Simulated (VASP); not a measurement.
# Sb (R-3m) in VASP: a series of runs

Sb is run at these levels: PBE; tasks: single point.

Everything below comes from runs of VASP 6.6.1. Logs are shortened: lines on timing, memory, paths and dates and some standing lists are left out, and cuts for length are marked.

## (1) The cell of the first run

Symmetry: R-3m, No. 166, trigonal system. The conventional cell has a = 4.376 Å, b = 4.376 Å, c = 11.530 Å, α = 90.00°, β = 90.00°, γ = 120.00°. Sb (site symmetry 3m) has 6 Sb at 2.95 to 3.43 Å within 3.9 Å.

## (2) Single point, PBE

INCAR

```
SYSTEM = Sb
PREC     = Accurate       ! precision mode
ENCUT    = 520            ! plane-wave cutoff, eV
EDIFF    = 1E-6           ! SCF threshold, eV
ISMEAR   = -1             ! smearing method
SIGMA    = 0.03           ! smearing width, eV
LREAL    = .FALSE.        ! projectors in reciprocal space
LASPH    = .TRUE.         ! aspherical terms in the spheres
NELM     = 100            ! most SCF steps
ALGO     = Normal         ! electronic algorithm
ISIF     = 2              ! what is computed and relaxed
LWAVE    = .FALSE.        ! write WAVECAR
LCHARG   = .FALSE.        ! write CHGCAR
GGA      = PE             ! functional
NBANDS   = 12             ! bands
```

KPOINTS

```
regular mesh
0
G
  9 9 9
  0 0 0
```

POSCAR

```
Sb
1.0
    2.1879029667      1.2631863668      3.8431731385
   -2.1879029667      1.2631863668      3.8431731385
    0.0000000000     -2.5263727336      3.8431731385
Sb
2
Direct
    0.2326795448      0.2326795448      0.2326795448
    0.7673204552      0.7673204552      0.7673204552
```

Potentials or basis: VASP PAW PBE potentials, release 64 (Sb).

On the command line:

```sh
cat potpaw_PBE.64/Sb/POTCAR > POTCAR
mpirun -np 1 vasp_std > vasp.out
```

OUTCAR:

```text
SYSTEM = Sb
   PREC = Accurate
   ENCUT = 520
   EDIFF = 1E-6
   ISMEAR = -1
   LREAL = .FALSE.
   LASPH = .TRUE.
   NELM = 100
   ISIF = 2
   GGA = PE

 ion  position               nearest neighbor table
   1  0.233  0.233  0.233-   2 2.95   2 2.95   2 2.95   2 3.43   2 3.43   2 3.43
   2  0.767  0.767  0.767-   1 2.95   1 2.95   1 2.95   1 3.43   1 3.43   1 3.43

  LATTYP: Found a trigonal (rhomboedric) cell.
 ALAT       =     4.5991889460
 COS(alpha) =     0.5473905614

  Lattice vectors:

 A1 = (   2.1879029667,   1.2631863668,   3.8431731385)
 A2 = (  -2.1879029667,   1.2631863668,   3.8431731385)
 A3 = (   0.0000000000,  -2.5263727336,   3.8431731385)

Analysis of symmetry for initial positions (statically):
=====================================================================
 Subroutine PRICEL returns:
 Original cell was already a primitive cell.

 Routine SETGRP: Setting up the symmetry group for a
 trigonal (rhombohedral) supercell.

 Subroutine GETGRP returns: Found 12 space group operations
 (whereof 12 operations were pure point group operations)
 out of a pool of 12 trial point group operations.

The static configuration has the point symmetry D_3d.

Analysis of symmetry for dynamics (positions and initial velocities):
=====================================================================
 Subroutine PRICEL returns:
 Original cell was already a primitive cell.

 Routine SETGRP: Setting up the symmetry group for a
 trigonal (rhombohedral) supercell.

 Subroutine GETGRP returns: Found 12 space group operations
 (whereof 12 operations were pure point group operations)
 out of a pool of 12 trial point group operations.

The dynamic configuration has the point symmetry D_3d.

 Subroutine INISYM returns: Found 12 space group operations
 (whereof 12 operations are pure point group operations),
 and found     1 'primitive' translations

----------------------------------------------------------------------------------------

                                     Primitive cell

  volume of cell :      63.7289

  direct lattice vectors                    reciprocal lattice vectors
     2.187902967  1.263186367  3.843173139     0.228529330  0.131941470  0.086733884
    -2.187902967  1.263186367  3.843173139    -0.228529330  0.131941470  0.086733884
     0.000000000 -2.526372734  3.843173139     0.000000000 -0.263882941  0.086733884

  length of vectors
     4.599188946  4.599188946  4.599188946     0.277771440  0.277771440  0.277771440

  position of ions in fractional coordinates (direct lattice)
     0.232679545  0.232679545  0.232679545
     0.767320455  0.767320455  0.767320455

  ion indices of the primitive-cell ions
   primitive index   ion index
                 1           1
                 2           2

----------------------------------------------------------------------------------------

 KPOINTS: regular mesh

Automatic generation of k-mesh.
 Grid dimensions read from file:
 generate k-points for:    9    9    9

 Generating k-lattice:

  Cartesian coordinates                     Fractional coordinates (reciprocal lattice)
     0.025392148  0.014660163  0.009637098     0.111111111  0.000000000 -0.000000000
    -0.025392148  0.014660163  0.009637098     0.000000000  0.111111111 -0.000000000
     0.000000000 -0.029320327  0.009637098    -0.000000000 -0.000000000  0.111111111

  Length of vectors
     0.030863493  0.030863493  0.030863493

  Shift w.r.t. Gamma in fractional coordinates (k-lattice)
     0.000000000  0.000000000  0.000000000

 Subroutine IBZKPT returns following result:
 ===========================================

 Found     85 irreducible k-points:

 Following reciprocal coordinates:
            Coordinates               Weight
  0.000000  0.000000  0.000000      1.000000
  0.111111  0.000000 -0.000000      6.000000
  0.222222  0.000000 -0.000000      6.000000
  0.333333 -0.000000 -0.000000      6.000000
  0.444444  0.000000 -0.000000      6.000000
  0.111111  0.111111 -0.000000      6.000000
[... 16 lines left out ...]
 -0.333333  0.333333  0.000000      6.000000
  0.444444  0.444444 -0.000000      6.000000
 [... further k-points ...]
   k-points           NKPTS =     85   k-points in BZ     NKDIM =     85   number of bands    NBANDS=     12
   number of dos      NEDOS =    301   number of ions     NIONS =      2
   total plane-waves  NPLWV =  46656
   dimension x,y,z NGX =    36 NGY =   36 NGZ =   36
   dimension x,y,z NGXF=    72 NGYF=   72 NGZF=   72
   ions per type =               2
   NGX,Y,Z   is equivalent  to a cutoff of  13.01, 13.01, 13.01 a.u.
   NGXF,Y,Z  is equivalent  to a cutoff of  26.03, 26.03, 26.03 a.u.
 SYSTEM =  Sb
   PREC   = accura    normal or accurate (medium, high low for compatibility)
   ISTART =      0    job   : 0-new  1-cont  2-samecut
   ICHARG =      2    charge: 1-file 2-atom 10-const
   ISPIN  =      1    spin polarized calculation?
   LNONCOLLINEAR =      F non collinear calculations
   LSORBIT =      F    spin-orbit coupling
   LASPH  =      T    aspherical Exc in radial PAW
   ENCUT  =  520.0 eV  38.22 Ry    6.18 a.u.   8.55  8.55  8.55*2*pi/ulx,y,z
   NELM   =    100;   NELMIN=  2; NELMDL= -5     # of ELM steps
   EDIFF  = 0.1E-05   stopping-criterion for ELM
   LREAL  =      F    real-space projection
   EDIFFG = 0.1E-04   stopping-criterion for IOM
   NSW    =      0    number of steps for IOM
   IBRION =     -1    ionic relax: 0-MD 1-quasi-New 2-CG
   NFREE  =      0    steps in history (QN), initial steepest desc. (CG)
   ISIF   =      2    stress and relaxation
   ISYM   =      2    0-nonsym 1-usesym 2-fastsym
   POTIM  = 0.5000    time-step for ionic-motion
   TEBEG  =    0.0;   TEEND  =   0.0 temperature during run
   PSTRESS=    0.0 pullay stress
   NELECT =      10.0000    total number of electrons
   NUPDOWN=      -1.0000    fix difference up-down
   EMIN   =  10.00;   EMAX   =-10.00  energy-range for DOS
   EFERMI =   0.00;   METHOD = LEGACY
   ISMEAR =    -1;   SIGMA  =   0.03  broadening in eV -4-tet -1-fermi 0-gaus
   EFERMI_NEDOS =   21; number of points for ismear=-14 and -15
   IALGO  =     38    algorithm
   IMIX   =      4    mixing-type and parameters
     AMIX     =   0.40;   BMIX     =  1.00
     AMIX_MAG =   1.60;   BMIX_MAG =  1.00
  volume/ion in A,a.u.               =      31.86       215.03
  Fermi-wavevector in a.u.,A,eV,Ry     =   0.883004  1.668635 10.608406  0.779696
  Thomas-Fermi vector in A             =   2.003712
   LORBIT       =      0    0 simple, 1 ext, 2 COOP (PROOUT), +10 PAW based schemes
   GGA     = PE    functional components
   LHFCALC =     F    Hartree Fock is set to
   AEXX    =    0.0000 exact exchange contribution
   IVDW    =     0    specifies the selected vdW correction
   LEPSILON=     F    determine dielectric tensor
   LRPA    =     F    only Hartree local field effects (RPA)
 non-spin polarized calculation
  energy-cutoff  :      520.00
  volume of cell :       63.73
 maximum number of plane-waves:      1737
 NGX is ok and might be reduce to    36
   NGX = 17   NGY = 17   NGZ = 17

 number of electron      10.0000000 magnetization

 Free energy of the ion-electron system (eV)
  ---------------------------------------------------
  ext. energy  EPLUGINS =         0.00000000
  ---------------------------------------------------
  free energy    TOTEN  =        -8.28156775 eV

  energy without entropy =       -8.28128588  energy(sigma->0) =       -8.28142681

 E-fermi :   6.5752     XC(G=0):  -9.2975

 val. band max:        6.4854397295   @ k =   0.3333   0.2222   0.2222
 cond. band min:       6.6526979900   @ k =   0.4444   0.0000  -0.0000
 fundamental gap:      0.1672582606
 Fermi energy:         6.5752298749

 k-point     1 :       0.0000    0.0000    0.0000
  band No.  band energies     occupation
      1      -5.7034      2.00000
      2       1.5684      2.00000
      3       4.6848      2.00000
      4       4.9351      2.00000
      5       4.9351      2.00000
      6       8.5884      0.00000
      7       9.2148      0.00000
      8       9.2148      0.00000
      9      11.8086      0.00000
     10      11.8086      0.00000
     11      11.9457      0.00000
     12      13.3421      0.00000

 k-point     2 :       0.1111    0.0000   -0.0000
  band No.  band energies     occupation
      1      -5.5743      2.00000
      2       1.0768      2.00000
      3       4.7206      2.00000
      4       4.8994      2.00000
      5       5.0827      2.00000
      6       8.5356      0.00000
      7       8.8737      0.00000
      8       8.9372      0.00000
      9      11.3264      0.00000
     10      11.7153      0.00000
     11      11.8522      0.00000
     12      14.1497      0.00000

 k-point     3 :       0.2222    0.0000   -0.0000
  band No.  band energies     occupation
      1      -5.1904      2.00000
      2      -0.0252      2.00000
      3       4.7140      2.00000
      4       4.8256      2.00000
      5       5.4315      2.00000
      6       8.0016      0.00000
      7       8.2057      0.00000
      8       8.2945      0.00000
      9      11.4180      0.00000
     10      11.9477      0.00000
     11      12.4370      0.00000
     12      15.7963      0.00000

 k-point     4 :       0.3333   -0.0000   -0.0000
  band No.  band energies     occupation
      1      -4.5654      2.00000
      2      -1.2881      2.00000
      3       4.7546      2.00000
      4       4.7691      2.00000
      5       5.7751      2.00000
      6       7.2793      0.00000
      7       7.4435      0.00000
      8       7.6727      0.00000
      9      12.2540      0.00000
     10      13.0129      0.00000
     11      13.5733      0.00000
     12      16.8494      0.00000

 k-point     5 :       0.4444    0.0000   -0.0000
  band No.  band energies     occupation
      1      -3.7627      2.00000
      2      -2.4475      2.00000
      3       4.7486      2.00000
      4       4.8324      2.00000
      5       6.1535      2.00000
      6       6.6527      0.14058
      7       6.9331      0.00001
      8       7.3081      0.00000
      9      13.5220      0.00000
     10      14.6168      0.00000
     11      15.0843      0.00000
     12      15.2848      0.00000
[... 228 lines left out ...]
      1      -3.8809      2.00000
      2      -1.2302      2.00000
      3       2.1174      2.00000
      4       3.3625      2.00000
      5       3.5972      2.00000
      6       8.7822      0.00000
      7      10.5151      0.00000
      8      11.0571      0.00000
      9      11.5153      0.00000
     10      15.4417      0.00000
     11      15.6122      0.00000
     12      16.3173      0.00000

 k-point    22 :      -0.4444    0.3333    0.0000
  band No.  band energies     occupation
      1      -3.2974      2.00000
      2      -2.0096      2.00000
      3       1.7671      2.00000
      4       3.5350      2.00000
      5       3.7671      2.00000
      6       9.3894      0.00000
      7       9.8496      0.00000
      8      10.6023      0.00000
      9      11.9957      0.00000
     10      14.4176      0.00000
     11      15.3533      0.00000
     12      17.1084      0.00000

 k-point    23 :      -0.3333    0.3333    0.0000
  band No.  band energies     occupation
      1      -2.8462      2.00000
      2      -2.7050      2.00000
      3       1.8820      2.00000
      4       3.9986      2.00000
      5       4.1716      2.00000
      6       8.7347      0.00000
      7       8.9657      0.00000
      8      11.7299      0.00000
      9      11.8117      0.00000
     10      13.0740      0.00000
     11      14.4148      0.00000
     12      16.4674      0.00000

 k-point    24 :       0.4444    0.4444   -0.0000
  band No.  band energies     occupation
      1      -3.6524      2.00000
      2      -1.2391      2.00000
      3       1.6831      2.00000
      4       3.1840      2.00000
      5       3.2397      2.00000
      6       8.3105      0.00000
      7      11.2087      0.00000
      8      11.8718      0.00000
      9      12.6584      0.00000
     10      15.0597      0.00000
     11      16.0325      0.00000
     12      17.1809      0.00000

 [... further k-points ...]

------------------------ aborting loop because EDIFF is reached ----------------------------------------

  FORCE on cell =-STRESS in cart. coord.  units (eV):
  Direction    XX          YY          ZZ          XY          YZ          ZX
  --------------------------------------------------------------------------------------
  -------------------------------------------------------------------------------------
  Total        0.0398134      0.0398134      0.0045320      0.0000000      0.0000000      0.0000000
  in kB        1.0009280      1.0009280      0.1139372      0.0000000      0.0000000      0.0000000
  external PRESSURE =       0.7052644 kB  Pullay stress =       0.0000000 kB

 VOLUME and BASIS-vectors are now :
 -----------------------------------------------------------------------------
  energy-cutoff  :      520.00
  volume of cell :       63.73
      direct lattice vectors                 reciprocal lattice vectors
     2.187902967  1.263186367  3.843173139     0.228529330  0.131941470  0.086733884
    -2.187902967  1.263186367  3.843173139    -0.228529330  0.131941470  0.086733884
     0.000000000 -2.526372734  3.843173139     0.000000000 -0.263882941  0.086733884

 POSITION                                       TOTAL-FORCE (eV/Angst)
 -----------------------------------------------------------------------------------
      0.00000      0.00000      2.68268         0.000000     -0.000000      0.026958
      0.00000      0.00000      8.84684         0.000000      0.000000     -0.026958
 -----------------------------------------------------------------------------------
    total drift:                               -0.000000     -0.000000     -0.000000

  FREE ENERGIE OF THE ION-ELECTRON SYSTEM (eV)
  ---------------------------------------------------
  free  energy   TOTEN  =        -8.2815677479 eV

  energy  without entropy=       -8.2812858770  energy(sigma->0) =       -8.28142681
```

Run time: 30 s. Hardware: 1 thread of Intel Xeon Platinum 8488C (Sapphire Rapids), shared host; peak memory 0.23 GiB.

Results:

```yaml
Free_energy: -8.2816 eV
Pressure: 0.1 GPa
Largest_force: 0.027 eV/Å
```

Forces in eV/Å, atoms in the order of the input:
```
Sb   0.000  0.000  0.027
Sb   0.000  0.000 -0.027
```

Levels at points of the mesh, in eV from the Fermi level:
```tsv
k point	band 1	band 2	band 3	band 4	band 5	band 6	band 7	band 8	band 9	band 10
(0.00, 0.00, 0.00)	-12.28	-5.01	-1.89	-1.64	-1.64	2.01	2.64	2.64	5.23	5.23
```

Caveat: spin-orbit coupling is left out, which moves the levels of the heavy elements.

## (3) Single point, PBE

INCAR

```
SYSTEM = Sb
ALGO     = Normal         ! electronic algorithm
EDIFF    = 1E-7           ! SCF threshold, eV
ENCUT    = 520            ! plane-wave cutoff, eV
GGA      = PE             ! functional
ISIF     = 2              ! what is computed and relaxed
ISMEAR   = -1             ! smearing method
LASPH    = .True.         ! aspherical terms in the spheres
LCHARG   = .False.        ! write CHGCAR
LREAL    = .False.        ! projectors in reciprocal space
LWAVE    = .False.        ! write WAVECAR
NBANDS   = 12             ! bands
NELM     = 80             ! most SCF steps
PREC     = Accurate       ! precision mode
SIGMA    = 0.2            ! smearing width, eV
```

KPOINTS

```
k-points
0
Gamma
  9 9 9
  0 0 0
```

POSCAR is that of step 2.

Potentials or basis: VASP PAW PBE potentials, release 64 (Sb).

On the command line:

```sh
cat potpaw_PBE.64/Sb/POTCAR > POTCAR
mpirun -np 1 vasp_std > vasp.out
```

Run time: 31 s. Hardware: 1 thread of Intel Xeon Platinum 8488C (Sapphire Rapids), shared host; peak memory 0.23 GiB.

The run converged. Its results:

| Property | Result |
| --- | --- |
| Free energy | -8.3045 eV |
| Pressure | 0.1 GPa |
| Largest force | 0.089 eV/Å |

Forces in eV/Å, atoms in the order of the input:
```
Sb   0.000  0.000  0.089
Sb   0.000  0.000 -0.089
```

Stress tensor (GPa, compression positive):
```
0.03 0.00 0.00
0.00 0.03 0.00
0.00 0.00 0.12
```

Levels at points of the mesh, in eV from the Fermi level:
```tsv
k point	band 1	band 2	band 3	band 4	band 5	band 6	band 7	band 8	band 9	band 10
(0.00, 0.00, 0.00)	-12.27	-5.00	-1.88	-1.63	-1.63	2.02	2.65	2.65	5.24	5.24
```

Caveat: spin-orbit coupling is left out, which moves the levels of the heavy elements.

[end of part 1 of 2]
